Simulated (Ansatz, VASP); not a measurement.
# Ti4B in VASP and in Ansatz

```xyz
5
Lattice="4.3691 0.0000 0.0000 -2.1845 3.7837 0.0000 0.0000 0.0000 5.1584" Properties=species:S:1:pos:R:3 pbc="T T T"
Ti    0.0000    2.5225    0.0000
Ti    2.1845    1.2612    0.0000
Ti    0.0000    2.5225    2.5792
Ti    2.1845    1.2612    2.5792
B     0.0000    0.0000    2.5792
```

Alike in both runs: functional PBE; k mesh 12 × 12 × 8; occupations gaussian, width 0.1 eV; collinear spin.

Ansatz relaxed the structure, and its values are those at the end. VASP's run is a single point on that final structure, the one shown.

|  | VASP | Ansatz |
| --- | --- | --- |
| version | VASP 6.6.1 | Ansatz 0.2.0 |
| potentials or method | VASP PAW PBE potentials, release 64 (Ti_sv, B), cutoff 520 eV | scalar-relativistic, plane waves, PAW |
| valence electrons in the cell | 51 | 51 |

Ansatz gave:

- gap on the k mesh at the Fermi level (eV): none
- pressure (GPa): 0.0
- net moment per atom (μB): 0.46
- size of the moment on the site where the two differ most (μB): 0.82

Problem. What did VASP give for the same quantities?

Solution. gap on the k mesh at the Fermi level (eV): none; pressure (GPa): -0.2; net moment per atom (μB): 0.45; size of the moment on the site where the two differ most (μB): 0.89.

Site moments also hang on the region over which each program counts them. A gap of «none» marks a metal or a gap that the smearing closes.
